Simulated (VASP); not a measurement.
# GaN (P1) in VASP: single point with LDA

Aim: the single point of GaN with LDA.

Everything below comes from runs of VASP 6.6.1. Logs are shortened: lines on timing, memory, paths and dates and some standing lists are left out, and cuts for length are marked.

**1. The cell of the first run**

The typed cell holds 4 atoms: a = 3.118 Å, b = 3.132 Å, c = 5.136 Å, α = 90.47°, β = 88.91°, γ = 119.28°.

**2. Single point, LDA**

INCAR

```
PREC = Accurate
ENCUT = 520
EDIFF = 1E-7
ISMEAR = 0
SIGMA = 0.05
LREAL = False
LASPH = True
NELM = 60
ALGO = Normal
ISIF = 2
LWAVE = False
LCHARG = False
GGA = CA
NBANDS = 26
```

KPOINTS

```
Automatic mesh
0
Gamma
  12 12 4
```

POSCAR

```
GaN
1.0
    3.1178700746      0.0156047923      0.0298906827
   -1.5454208908      2.7244044585     -0.0129735717
    0.0487309816      0.0037118880      5.1359895922
Ga N
2 2
Direct
    0.3317263867      0.6673586641      0.9997314641
    0.6654325898      0.3324321474      0.4997091089
    0.3342027280      0.6691573252      0.3752949015
    0.6686382955      0.3310518633      0.8752645254
```

Potentials or basis: VASP PAW LDA potentials, release 64 (Ga_d, N).

Command:

```console
$ cat potpaw_LDA.64/Ga_d/POTCAR potpaw_LDA.64/N/POTCAR > POTCAR
$ mpirun -np 1 vasp_std > vasp.out
```

OUTCAR:

```text
PREC = Accurate
   ENCUT = 520
   EDIFF = 1E-7
   ISMEAR = 0
   LREAL = False
   LASPH = True
   NELM = 60
   ISIF = 2
   GGA = CA

 ion  position               nearest neighbor table
   1  0.332  0.667  1.000-   4 1.92   4 1.92   4 1.92   3 1.93
   2  0.665  0.332  0.500-   3 1.92   3 1.92   3 1.92   4 1.93
   3  0.334  0.669  0.375-   2 1.92   2 1.92   2 1.92   1 1.93
   4  0.669  0.331  0.875-   1 1.92   1 1.92   1 1.92   2 1.93

  LATTYP: Found a triclinic cell.
 ALAT       =     3.1180523993
 B/A-ratio  =     1.0045473980
 C/A-ratio  =     1.6472533023
 COS(alpha) =     0.0081943476
 COS(beta)  =     0.0190766683
 COS(gamma) =     0.4890507652

  Lattice vectors:

 A1 = (  -3.1178700746,  -0.0156047923,  -0.0298906827)
 A2 = (  -1.5454208908,   2.7244044585,  -0.0129735717)
 A3 = (  -0.0487309816,  -0.0037118880,  -5.1359895922)

Analysis of symmetry for initial positions (statically):
=====================================================================
 Subroutine PRICEL returns:
 Original cell was already a primitive cell.

 Routine SETGRP: Setting up the symmetry group for a
 triclinic supercell.

 Subroutine GETGRP returns: Found  1 space group operations
 (whereof  1 operations were pure point group operations)
 out of a pool of  2 trial point group operations.

The static configuration has the point symmetry C_1 .

Analysis of symmetry for dynamics (positions and initial velocities):
=====================================================================
 Subroutine PRICEL returns:
 Original cell was already a primitive cell.

 Routine SETGRP: Setting up the symmetry group for a
 triclinic supercell.

 Subroutine GETGRP returns: Found  1 space group operations
 (whereof  1 operations were pure point group operations)
 out of a pool of  2 trial point group operations.

The dynamic configuration has the point symmetry C_1 .

 Subroutine INISYM returns: Found  1 space group operations
 (whereof  1 operations are pure point group operations),
 and found     1 'primitive' translations

----------------------------------------------------------------------------------------

                                     Primitive cell

  volume of cell :      43.7467

  direct lattice vectors                    reciprocal lattice vectors
     3.117870075  0.015604792  0.029890683     0.319854115  0.181422459 -0.003165938
    -1.545420891  2.724404459 -0.012973572    -0.001829512  0.366013726 -0.000247167
     0.048730982  0.003711888  5.135989592    -0.001866124 -0.000131296  0.194722245

  length of vectors
     3.118052399  3.132231425  5.136222111     0.367737388  0.366018382  0.194731231

  position of ions in fractional coordinates (direct lattice)
     0.331726387  0.667358664  0.999731464
     0.665432590  0.332432147  0.499709109
     0.334202728  0.669157325  0.375294901
     0.668638296  0.331051863  0.875264525

  ion indices of the primitive-cell ions
   primitive index   ion index
                 1           1
                 2           2
                 3           3
                 4           4

----------------------------------------------------------------------------------------

 KPOINTS: Automatic mesh

Automatic generation of k-mesh.
 Grid dimensions read from file:
 generate k-points for:   12   12    4

 Generating k-lattice:

  Cartesian coordinates                     Fractional coordinates (reciprocal lattice)
     0.026654510  0.015118538 -0.000263828     0.083333333 -0.000000000  0.000000000
    -0.000152459  0.030501144 -0.000020597     0.000000000  0.083333333  0.000000000
    -0.000466531 -0.000032824  0.048680561     0.000000000  0.000000000  0.250000000

  Length of vectors
     0.030644782  0.030501532  0.048682808

  Shift w.r.t. Gamma in fractional coordinates (k-lattice)
     0.000000000  0.000000000  0.000000000

 Subroutine IBZKPT returns following result:
 ===========================================

 Found    292 irreducible k-points:

 Following reciprocal coordinates:
            Coordinates               Weight
  0.000000  0.000000  0.000000      1.000000
  0.083333 -0.000000  0.000000      2.000000
  0.166667 -0.000000  0.000000      2.000000
  0.250000 -0.000000  0.000000      2.000000
  0.333333 -0.000000 -0.000000      2.000000
  0.416667 -0.000000  0.000000      2.000000
[... 16 lines left out ...]
  0.250000  0.166667  0.000000      2.000000
  0.333333  0.166667  0.000000      2.000000
 [... further k-points ...]
   k-points           NKPTS =    292   k-points in BZ     NKDIM =    292   number of bands    NBANDS=     26
   number of dos      NEDOS =    301   number of ions     NIONS =      4
   total plane-waves  NPLWV =  23040
   dimension x,y,z NGX =    24 NGY =   24 NGZ =   40
   dimension x,y,z NGXF=    48 NGYF=   48 NGZF=   80
   ions per type =               2   2
   NGX,Y,Z   is equivalent  to a cutoff of  12.80, 12.74, 12.95 a.u.
   NGXF,Y,Z  is equivalent  to a cutoff of  25.59, 25.48, 25.89 a.u.
 SYSTEM =  unknown system
   PREC   = accura    normal or accurate (medium, high low for compatibility)
   ISTART =      0    job   : 0-new  1-cont  2-samecut
   ICHARG =      2    charge: 1-file 2-atom 10-const
   ISPIN  =      1    spin polarized calculation?
   LNONCOLLINEAR =      F non collinear calculations
   LSORBIT =      F    spin-orbit coupling
   LASPH  =      T    aspherical Exc in radial PAW
   ENCUT  =  520.0 eV  38.22 Ry    6.18 a.u.   5.80  5.82  9.55*2*pi/ulx,y,z
   NELM   =     60;   NELMIN=  2; NELMDL= -5     # of ELM steps
   EDIFF  = 0.1E-06   stopping-criterion for ELM
   LREAL  =      F    real-space projection
   EDIFFG = 0.1E-05   stopping-criterion for IOM
   NSW    =      0    number of steps for IOM
   IBRION =     -1    ionic relax: 0-MD 1-quasi-New 2-CG
   NFREE  =      0    steps in history (QN), initial steepest desc. (CG)
   ISIF   =      2    stress and relaxation
   ISYM   =      2    0-nonsym 1-usesym 2-fastsym
   POTIM  = 0.5000    time-step for ionic-motion
   TEBEG  =    0.0;   TEEND  =   0.0 temperature during run
   PSTRESS=    0.0 pullay stress
   NELECT =      36.0000    total number of electrons
   NUPDOWN=      -1.0000    fix difference up-down
   EMIN   =  10.00;   EMAX   =-10.00  energy-range for DOS
   EFERMI =   0.00;   METHOD = LEGACY
   ISMEAR =     0;   SIGMA  =   0.05  broadening in eV -4-tet -1-fermi 0-gaus
   EFERMI_NEDOS =   21; number of points for ismear=-14 and -15
   IALGO  =     38    algorithm
   IMIX   =      4    mixing-type and parameters
     AMIX     =   0.40;   BMIX     =  1.00
     AMIX_MAG =   1.60;   BMIX_MAG =  1.00
  volume/ion in A,a.u.               =      10.94        73.80
  Fermi-wavevector in a.u.,A,eV,Ry     =   1.534124  2.899075 32.021824  2.353538
  Thomas-Fermi vector in A             =   2.641096
   LORBIT       =      0    0 simple, 1 ext, 2 COOP (PROOUT), +10 PAW based schemes
   GGA     = CA    functional components
   LHFCALC =     F    Hartree Fock is set to
   AEXX    =    0.0000 exact exchange contribution
   IVDW    =     0    specifies the selected vdW correction
   LEPSILON=     F    determine dielectric tensor
   LRPA    =     F    only Hartree local field effects (RPA)
 non-spin polarized calculation
 Gauss-broadening in eV      SIGMA  =   0.05
  energy-cutoff  :      520.00
  volume of cell :       43.75
 maximum number of plane-waves:      1191
   NGX = 11   NGY = 11   NGZ = 19

 number of electron      36.0000025 magnetization

 Free energy of the ion-electron system (eV)
  ---------------------------------------------------
  ext. energy  EPLUGINS =         0.00000000
  ---------------------------------------------------
  free energy    TOTEN  =       -27.89433130 eV

  energy without entropy =      -27.89433130  energy(sigma->0) =      -27.89433130

 E-fermi :   5.9017     XC(G=0): -12.3560

 val. band max:        5.6339940735   @ k =   0.0000   0.0000   0.0000
 cond. band min:       7.7630461710   @ k =   0.0000   0.0000   0.0000
 fundamental gap:      2.1290520975
 Fermi energy:         5.9016904934

 k-point     1 :       0.0000    0.0000    0.0000
  band No.  band energies     occupation
      1     -10.6753      2.00000
      2      -9.6590      2.00000
      3      -8.0441      2.00000
      4      -8.0295      2.00000
      5      -8.0151      2.00000
      6      -7.9603      2.00000
[... 18 lines left out ...]
     25      17.3934      0.00000
     26      17.5066      0.00000

 k-point     2 :       0.0833   -0.0000    0.0000
  band No.  band energies     occupation
      1     -10.5994      2.00000
      2      -9.6392      2.00000
      3      -8.0366      2.00000
      4      -8.0134      2.00000
      5      -7.9988      2.00000
      6      -7.9493      2.00000
[... 18 lines left out ...]
     25      17.0677      0.00000
     26      17.6207      0.00000

 k-point     3 :       0.1667   -0.0000    0.0000
  band No.  band energies     occupation
      1     -10.3920      2.00000
      2      -9.5907      2.00000
      3      -8.0090      2.00000
      4      -7.9828      2.00000
      5      -7.9439      2.00000
      6      -7.9078      2.00000
[... 18 lines left out ...]
     25      17.0426      0.00000
     26      17.9876      0.00000

 k-point     4 :       0.2500   -0.0000    0.0000
  band No.  band energies     occupation
      1     -10.1163      2.00000
      2      -9.5379      2.00000
      3      -7.9809      2.00000
      4      -7.9547      2.00000
      5      -7.8892      2.00000
      6      -7.8370      2.00000
[... 18 lines left out ...]
     25      17.0957      0.00000
     26      18.3893      0.00000

 k-point     5 :       0.3333   -0.0000   -0.0000
  band No.  band energies     occupation
      1      -9.8675      2.00000
      2      -9.4999      2.00000
      3      -7.9679      2.00000
      4      -7.9408      2.00000
      5      -7.8554      2.00000
      6      -7.7832      2.00000
[... 18 lines left out ...]
     25      17.2567      0.00000
     26      18.8665      0.00000

 k-point     6 :       0.4167   -0.0000    0.0000
  band No.  band energies     occupation
      1      -9.7150      2.00000
      2      -9.4806      2.00000
      3      -7.9703      2.00000
      4      -7.9381      2.00000
      5      -7.8398      2.00000
      6      -7.7840      2.00000
[... 427 lines left out ...]
 k-point    21 :       0.0833    0.1667    0.0000
  band No.  band energies     occupation
      1     -10.2201      2.00000
      2      -9.5566      2.00000
      3      -7.9868      2.00000
      4      -7.9653      2.00000
      5      -7.9029      2.00000
      6      -7.8838      2.00000
[... 18 lines left out ...]
     25      16.7047      0.00000
     26      18.2880      0.00000

 k-point    22 :       0.1667    0.1667    0.0000
  band No.  band energies     occupation
      1      -9.9914      2.00000
      2      -9.5185      2.00000
      3      -7.9698      2.00000
      4      -7.9451      2.00000
      5      -7.8691      2.00000
      6      -7.8404      2.00000
[... 18 lines left out ...]
     25      16.6935      0.00000
     26      18.9587      0.00000

 k-point    23 :       0.2500    0.1667    0.0000
  band No.  band energies     occupation
      1      -9.7859      2.00000
      2      -9.4919      2.00000
      3      -7.9824      2.00000
      4      -7.9135      2.00000
      5      -7.8288      2.00000
      6      -7.7982      2.00000
[... 18 lines left out ...]
     25      16.6453      0.00000
     26      19.4631      0.00000

 k-point    24 :       0.3333    0.1667    0.0000
  band No.  band energies     occupation
      1      -9.6552      2.00000
      2      -9.4811      2.00000
      3      -7.9956      2.00000
      4      -7.9010      2.00000
      5      -7.8002      2.00000
      6      -7.7820      2.00000
[... 18 lines left out ...]
     25      17.6288      0.00000
     26      19.1477      0.00000

 [... further k-points ...]

------------------------ aborting loop because EDIFF is reached ----------------------------------------

  FORCE on cell =-STRESS in cart. coord.  units (eV):
  Direction    XX          YY          ZZ          XY          YZ          ZX
  --------------------------------------------------------------------------------------
  -------------------------------------------------------------------------------------
  Total        1.3872584      0.6574494      0.6454190     -0.3061775     -0.0467378     -0.4879669
  in kB       50.8068964     24.0784009     23.6377987    -11.2134323     -1.7117221    -17.8712795
  external PRESSURE =      32.8410320 kB  Pullay stress =       0.0000000 kB

 VOLUME and BASIS-vectors are now :
 -----------------------------------------------------------------------------
  energy-cutoff  :      520.00
  volume of cell :       43.75
      direct lattice vectors                 reciprocal lattice vectors
     3.117870075  0.015604792  0.029890683     0.319854115  0.181422459 -0.003165938
    -1.545420891  2.724404459 -0.012973572    -0.001829512  0.366013726 -0.000247167
     0.048730982  0.003711888  5.135989592    -0.001866124 -0.000131296  0.194722245

 POSITION                                       TOTAL-FORCE (eV/Angst)
 -----------------------------------------------------------------------------------
      0.05165      1.82704      5.13587        -0.004121      0.001731      0.001381
      1.58534      0.91792      2.58208        -0.001176     -0.001294      0.003509
      0.02616      1.82966      1.92882         0.000604      0.002704     -0.002089
      1.61577      0.91560      4.51104         0.004694     -0.003140     -0.002801
 -----------------------------------------------------------------------------------
    total drift:                                0.000485      0.000178      0.000615

  FREE ENERGIE OF THE ION-ELECTRON SYSTEM (eV)
  ---------------------------------------------------
  free  energy   TOTEN  =       -27.8943313037 eV

  energy  without entropy=      -27.8943313037  energy(sigma->0) =      -27.89433130
```

Run time: 4.4 min. Hardware: 1 thread of Intel Xeon Platinum 8259CL at 2.50GHz (Skylake/Cascade Lake), shared host; peak memory 0.35 GiB.

What came out:

* Free energy: -27.8943 eV
* Pressure: 3.3 GPa
* Largest force: 0.006 eV/Å
* Band gap on the k mesh: 2.13 eV

Forces on the atoms (eV/Å):
```
Ga  -0.004  0.002  0.001
Ga  -0.001 -0.001  0.004
N    0.001  0.003 -0.002
N    0.005 -0.003 -0.003
```

Caveat: the cell stands under pressure.
